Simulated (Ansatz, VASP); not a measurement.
# Pt2F3: VASP beside Ansatz

```xyz
5
Lattice="4.5621 0.0000 0.0000 -2.2810 3.9509 0.0000 0.0000 0.0000 4.0643" Properties=species:S:1:pos:R:3 pbc="T T T"
Pt    0.0000    2.6339    0.0009
Pt    2.2810    1.3170    4.0634
F     0.0000    0.0000    0.0000
F     0.0000    2.6339    2.0332
F     2.2810    1.3170    2.0311
```

Alike in both runs: functional PBE; k mesh 6 × 6 × 4; occupations gaussian, width 0.1 eV; collinear spin.

Ansatz relaxed the structure, and its values are those at the end. VASP's run is a single point on that final structure, the one shown.

|  | VASP | Ansatz |
| --- | --- | --- |
| version | VASP 6.6.1 | Ansatz 0.2.0 |
| potentials or method | VASP PAW PBE potentials, release 64 (Pt, F), cutoff 520 eV | scalar-relativistic, plane waves, PAW |
| valence electrons in the cell | 41 | 57 |

VASP gave:

| Item | Value |
| --- | --- |
| gap on the k mesh at the Fermi level (eV) | none |
| pressure (GPa) | -0.1 |
| net moment per atom (μB) | 0.00 |

What did Ansatz give for the same quantities?

gap on the k mesh at the Fermi level (eV): none; pressure (GPa): 0.1; net moment per atom (μB): 0.00.

A gap of «none» marks a metal or a gap that the smearing closes. With one functional, cell and mesh, what is left measures potentials, basis and numerics. VASP's potentials hold 41 valence electrons a cell and Ansatz's 57, so a difference there can come from the potentials and not from the codes. Ansatz's warnings: seeded moment not kept.

The k mesh is coarse, so the values compare programs but aren't converged. Neither program's run includes spin-orbit coupling.
